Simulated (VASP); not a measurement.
# Mg3S2 (P1) in VASP: single point with PBE

Aim: the single point of Mg3S2 with PBE.

Everything below comes from runs of VASP 6.6.1. Logs are shortened: lines on timing, memory, paths and dates and some standing lists are left out, and cuts for length are marked.

### Step 1. The cell of the first run

The typed cell holds 10 atoms: a = 3.645 Å, b = 3.644 Å, c = 17.726 Å, α = 95.55°, β = 95.89°, γ = 119.98°.

### Step 2. Single point, PBE

File INCAR:

```
  ALGO = Normal
  EDIFF = 1E-6
  ENCUT = 520
  GGA = PE
  ISIF = 2
  ISMEAR = 0
  LASPH = True
  LCHARG = False
  LREAL = False
  LWAVE = False
  NBANDS = 29
  NELM = 100
  PREC = Accurate
  SIGMA = 0.1
```

File KPOINTS:

```
k-points
0
Gamma
  6 6 1
```

File POSCAR:

```
Mg3S2
1.0
    3.6399518709     -0.0056207769     -0.1899625906
   -1.8280010686      3.1472499824     -0.1798488551
   -0.9039023482     -1.5034573576     17.6391102371
Mg S
6 4
Direct
    0.2300764517      0.4071178490      0.8236799539
    0.4225811437      0.2492884292      0.3239577550
    0.9051221274      0.4156910232      0.1759334898
    0.4408970028      0.9245287561      0.6761598865
    0.0658852080      0.9125884173      0.0003333057
    0.9351361406      0.0891625896      0.5005178020
    0.6455523110      0.1607839995      0.9122162450
    0.1818547600      0.6710848262      0.4120360673
    0.6886799963      0.5061322912      0.5875008642
    0.4842148585      0.6636218186      0.0876646306
```

Potentials or basis: VASP PAW PBE potentials, release 64 (Mg, S).

Started as:

```bash
$ cat potpaw_PBE.64/Mg/POTCAR potpaw_PBE.64/S/POTCAR > POTCAR
$ mpirun -np 1 vasp_std > vasp.out
```

OUTCAR:

```text
EDIFF = 1E-6
   ENCUT = 520
   GGA = PE
   ISIF = 2
   ISMEAR = 0
   LASPH = True
   LREAL = False
   NELM = 100
   PREC = Accurate

 ion  position               nearest neighbor table
   1  0.230  0.407  0.824-   7 2.59   7 2.61   7 2.62   4 3.27   4 3.30   4 3.38
   2  0.423  0.249  0.324-   8 2.59   8 2.60   8 2.62   3 3.25   3 3.35   3 3.37
   3  0.905  0.416  0.176-  10 2.60  10 2.60  10 2.61   2 3.25   2 3.35   2 3.37
   4  0.441  0.925  0.676-   9 2.60   9 2.61   9 2.61   1 3.27   1 3.30   1 3.38
   5  0.066  0.913  0.000-  10 2.59  10 2.60  10 2.60   7 2.60   7 2.60   7 2.60
   6  0.935  0.089  0.501-   9 2.59   9 2.59   9 2.60   8 2.60   8 2.61   8 2.61
   7  0.646  0.161  0.912-   1 2.59   5 2.60   5 2.60   5 2.60   1 2.61   1 2.62
   8  0.182  0.671  0.412-   2 2.59   2 2.60   6 2.60   6 2.61   6 2.61   2 2.62
   9  0.689  0.506  0.588-   6 2.59   6 2.59   6 2.60   4 2.60   4 2.61   4 2.61
  10  0.484  0.664  0.088-   5 2.59   5 2.60   5 2.60   3 2.60   3 2.60   3 2.61

  LATTYP: Found a triclinic cell.
 ALAT       =     3.6455123481
 B/A-ratio  =     0.9998346982
 C/A-ratio  =     4.7649197980
 COS(alpha) =     0.0002451921
 COS(beta)  =     0.0064032465
 COS(gamma) =     0.5003178857

  Lattice vectors:

 A1 = (  -1.8119508023,  -3.1416292055,   0.3698114457)
 A2 = (  -3.6399518709,   0.0056207769,   0.1899625906)
 A3 = (  -0.9080484541,  -1.6381718479, -17.2692987914)

Analysis of symmetry for initial positions (statically):
=====================================================================
 Subroutine PRICEL returns:
 Original cell was already a primitive cell.

 Routine SETGRP: Setting up the symmetry group for a
 triclinic supercell.

 Subroutine GETGRP returns: Found  1 space group operations
 (whereof  1 operations were pure point group operations)
 out of a pool of  2 trial point group operations.

The static configuration has the point symmetry C_1 .

Analysis of symmetry for dynamics (positions and initial velocities):
=====================================================================
 Subroutine PRICEL returns:
 Original cell was already a primitive cell.

 Routine SETGRP: Setting up the symmetry group for a
 triclinic supercell.

 Subroutine GETGRP returns: Found  1 space group operations
 (whereof  1 operations were pure point group operations)
 out of a pool of  2 trial point group operations.

[... 117 lines left out ...]
   ISIF   =      2    stress and relaxation
   ISYM   =      2    0-nonsym 1-usesym 2-fastsym
   POTIM  = 0.5000    time-step for ionic-motion
   TEBEG  =    0.0;   TEEND  =   0.0 temperature during run
   PSTRESS=    0.0 pullay stress
   NELECT =      36.0000    total number of electrons
   NUPDOWN=      -1.0000    fix difference up-down
   EMIN   =  10.00;   EMAX   =-10.00  energy-range for DOS
   EFERMI =   0.00;   METHOD = LEGACY
   ISMEAR =     0;   SIGMA  =   0.10  broadening in eV -4-tet -1-fermi 0-gaus
   EFERMI_NEDOS =   21; number of points for ismear=-14 and -15
   IALGO  =     38    algorithm
   IMIX   =      4    mixing-type and parameters
     AMIX     =   0.40;   BMIX     =  1.00
     AMIX_MAG =   1.60;   BMIX_MAG =  1.00
  volume/ion in A,a.u.               =      19.98       134.86
  Fermi-wavevector in a.u.,A,eV,Ry     =   0.924585  1.747212 11.631038  0.854857
  Thomas-Fermi vector in A             =   2.050347
   LORBIT       =      0    0 simple, 1 ext, 2 COOP (PROOUT), +10 PAW based schemes
   GGA     = PE    functional components
   LHFCALC =     F    Hartree Fock is set to
   AEXX    =    0.0000 exact exchange contribution
   IVDW    =     0    specifies the selected vdW correction
   LEPSILON=     F    determine dielectric tensor
   LRPA    =     F    only Hartree local field effects (RPA)
 non-spin polarized calculation
 Gauss-broadening in eV      SIGMA  =   0.10
  energy-cutoff  :      520.00
  volume of cell :      199.84
 maximum number of plane-waves:      5396
   NGX = 13   NGY = 13   NGZ = 65

 number of electron      35.9999998 magnetization

 Free energy of the ion-electron system (eV)
  ---------------------------------------------------
  ext. energy  EPLUGINS =         0.00000000
  ---------------------------------------------------
  free energy    TOTEN  =       -35.83887429 eV

  energy without entropy =      -35.83245344  energy(sigma->0) =      -35.83566387

 E-fermi :   4.4552     XC(G=0):  -9.1112

 val. band max:        4.4079025354   @ k =   0.0000   0.5000   0.0000
 cond. band min:       4.4922950695   @ k =   0.0000   0.5000   0.0000
 fundamental gap:      0.0843925341
 Fermi energy:         4.4551628604

 k-point     1 :       0.0000    0.0000    0.0000
  band No.  band energies     occupation
      1      -9.9384      2.00000
      2      -9.9242      2.00000
      3      -9.3223      2.00000
      4      -9.3020      2.00000
      5      -2.1959      2.00000
      6      -1.6802      2.00000
[... 629 lines left out ...]
     28       8.9840      0.00000
     29       9.2461      0.00000

------------------------ aborting loop because EDIFF is reached ----------------------------------------

  FORCE on cell =-STRESS in cart. coord.  units (eV):
  Direction    XX          YY          ZZ          XY          YZ          ZX
  --------------------------------------------------------------------------------------
  -------------------------------------------------------------------------------------
  Total       -0.2380370     -0.2560844     -0.2730311     -0.0199984     -0.0213734     -0.0219863
  in kB       -1.9083959     -2.0530856     -2.1889512     -0.1603312     -0.1713555     -0.1762691
  external PRESSURE =      -2.0501442 kB  Pullay stress =       0.0000000 kB

 VOLUME and BASIS-vectors are now :
 -----------------------------------------------------------------------------
  energy-cutoff  :      520.00
  volume of cell :      199.84
      direct lattice vectors                 reciprocal lattice vectors
     3.639951871 -0.005620777 -0.189962591     0.276439948  0.162162552  0.027987761
    -1.828001069  3.147249982 -0.179848855     0.001925252  0.320422260  0.027409628
    -0.903902348 -1.503457358 17.639110237     0.002996722  0.005013427  0.057273083

 POSITION                                       TOTAL-FORCE (eV/Angst)
 -----------------------------------------------------------------------------------
     -0.65127      0.04164     14.41206        -0.012176      0.006076     -0.000651
      0.78965      0.29514      5.58922         0.001663     -0.003469     -0.011393
      2.37569      1.03869      2.85661         0.003343      0.000754      0.006533
     -0.69638      1.89067     11.67683         0.003025      0.000467      0.004301
     -1.42869      2.87127     -0.17076         0.000344     -0.000870     -0.000588
      2.78844     -0.47715      8.63501         0.002123     -0.001181     -0.003103
      1.23131     -0.86908     15.93914         0.007015     -0.007581     -0.010705
     -0.93724      1.49157      7.11271        -0.003165      0.001540      0.000347
      1.05051      0.70577     10.14114        -0.000427      0.004093      0.009657
      0.47018      1.95406      1.33499        -0.001746      0.000172      0.005602
 -----------------------------------------------------------------------------------
    total drift:                                0.000245     -0.000837     -0.000240

  FREE ENERGIE OF THE ION-ELECTRON SYSTEM (eV)
  ---------------------------------------------------
  free  energy   TOTEN  =       -35.8388742867 eV

  energy  without entropy=      -35.8324534441  energy(sigma->0) =      -35.83566387
```

Run time: 1.8 min. Hardware: 1 thread of Intel Xeon Platinum 8375C at 2.90GHz (Ice Lake), shared host; peak memory 0.35 GiB.

Results:

- Free energy: -35.8389 eV
- Pressure: -0.2 GPa
- Largest force: 0.015 eV/Å
- Band gap on the k mesh: zero (bands 18 and 19 overlap by 0.25 eV)

Forces on the atoms (eV/Å):
```
Mg  -0.012  0.006 -0.001
Mg   0.002 -0.003 -0.011
Mg   0.003  0.001  0.007
Mg   0.003  0.000  0.004
Mg   0.000 -0.001 -0.001
Mg   0.002 -0.001 -0.003
S    0.007 -0.008 -0.011
S   -0.003  0.002  0.000
S    0.000  0.004  0.010
S   -0.002  0.000  0.006
```

Caveat: the k points lie up to 0.36 Å⁻¹ apart; semilocal functionals underestimate gaps, so a narrow gap can read as zero.
